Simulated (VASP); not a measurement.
PbSe: single point with revPBE+D4

PbSe:

```
Pb Se
1.0
     0.00000    3.06623    3.06623
     3.06623    0.00000    3.06623
     3.06623    3.06623    0.00000
Pb Se
1 1
Direct
  0.50000 0.50000 0.50000
  0.00000 0.00000 0.00000
```

```json
{
 "Program": "VASP 6.6.1",
 "Task": "single point",
 "Functional": "revPBE",
 "Dispersion": "D4",
 "Potentials or basis": "VASP PAW PBE potentials, release 64 (Pb_d, Se)",
 "Cutoff": "500 eV",
 "k mesh": "6 × 6 × 6",
 "Occupations": "gaussian, width 0.05 eV",
 "Spin": "no spin polarisation"
}
```

The pressure is 0.0 GPa and the band gap on the k mesh is 0.37 eV, direct. The dispersion energy per atom is -0.614 eV.

Levels at points of the mesh, in eV from the valence-band top:
```tsv
k point	band 8	band 9	band 10	band 11	band 12	band 13
(0.00, 0.00, 0.00)	-1.86	-1.86	-1.86	4.74	4.74	4.74
(0.50, 0.00, 0.00)	-1.46	-1.46	0.00	0.37	1.74	1.74
(0.50, 0.50, 0.00)	-4.92	-3.20	-3.20	3.78	5.63	5.63
```

Wall time 27 s on 1 thread of Intel Xeon 8259CL (shared host), peak memory 0.17 GiB.

Caveat: the PAW data sets were made with another functional, which shifts forces and pressure a little; spin-orbit coupling is left out, which moves the levels of the heavy elements. A k mesh can miss the band edges.
